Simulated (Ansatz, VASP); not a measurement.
## One calculation of TiGe8Mo3, two programs

```
CELL_PARAMETERS angstrom
-2.36324 0.00000 4.17626
-4.73156 4.72798 0.00085
-4.73156 -4.72798 0.00085
ATOMIC_POSITIONS crystal
Ti 0.00000 0.00000 0.00000
Ge 0.32247 0.17049 0.66849
Ge 0.32320 0.66801 0.66801
Ge 0.32247 0.66849 0.17049
Ge 0.32619 0.16994 0.16994
Ge 0.67753 0.33151 0.82951
Ge 0.67381 0.83006 0.83006
Ge 0.67753 0.82951 0.33151
Ge 0.67680 0.33199 0.33199
Mo 0.00000 0.50000 0.00000
Mo 0.00000 0.00000 0.50000
Mo 0.00000 0.50000 0.50000
```

Alike in both runs: task single point; functional PBE; k mesh 6 × 4 × 4; occupations gaussian, width 0.2 eV; no spin polarisation.

```csv
,VASP,Ansatz
version,VASP 6.6.1,Ansatz 0.2.0
potentials or method,"VASP PAW PBE potentials, release 64 (Ti_sv, Ge_d, Mo_sv), cutoff 520 eV","scalar-relativistic, plane waves, PAW"
valence electrons in the cell,166,166
```

Ansatz gave:

* gap on the k mesh at the Fermi level (eV): none
* pressure (GPa): 0.0
* traceless stress, the component that is largest in VASP (GPa): 0.13
* rms of the force components (eV/Å): 0.009

Question: What did VASP give for the same quantities?

Answer: gap on the k mesh at the Fermi level (eV): none; pressure (GPa): 0.3; traceless stress, the component that is largest in VASP (GPa): 0.13; rms of the force components (eV/Å): 0.010.

Atom by atom the forces differ by 0.003 eV/Å (rms over components). A gap of «none» marks a metal or a gap that the smearing closes. The functional is the same, so the differences come from potentials, cutoffs and numerics.
